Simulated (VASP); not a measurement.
NiO:

```
Ni O
1.0
     0.00000    2.28355    2.28355
     2.28355    0.00000    2.28355
     2.28355    2.28355    0.00000
Ni O
1 1
Direct
  0.00000 0.00000 0.00000
  0.25000 0.25000 0.25000
```

- Program: VASP 6.6.1
- Task: relaxation of cell and atoms
- Functional: PBE-based screened hybrid
- Potentials or basis: VASP PAW PBE potentials, release 64 (Ni, O)
- Cutoff: 600 eV
- k mesh: 5 × 5 × 5
- Occupations: fermi-dirac, width 0.05 eV
- Spin: collinear spin, ferromagnetic start
- Starting moments: [1.0, 0.0] μB

At the start: pressure -10.9 GPa; volume 11.91 Å³/atom.

Q: Where does the relaxation end?

A: Over 3 steps the energy falls by 32.7 meV/atom and the volume is 11.02 Å³/atom (-7.5 %); space group F-43m (No. 216, to 0.05 Å); moment 2.00 μB per cell.

Step by step:
```
step  energy change (eV)  largest force (eV/Å)  pressure (GPa)  volume (Å³)
   1              0.0000                0.0000          -10.92        23.82
   2             -0.0443                0.0000            7.74        21.13
   3             -0.0655                0.0000            0.01        22.04
```

Final structure:
```
CELL_PARAMETERS angstrom
0.00000 2.22516 2.22516
2.22516 0.00000 2.22516
2.22516 2.22516 0.00000
ATOMIC_POSITIONS crystal
Ni 0.00000 0.00000 0.00000
O 0.25000 0.25000 0.25000
```

Caveat: the k points lie up to 0.49 Å⁻¹ apart in the final cell; the PAW data sets were made with another functional, which shifts forces and pressure a little; a cell with one magnetic atom can't hold antiferromagnetic order, which such compounds often take.
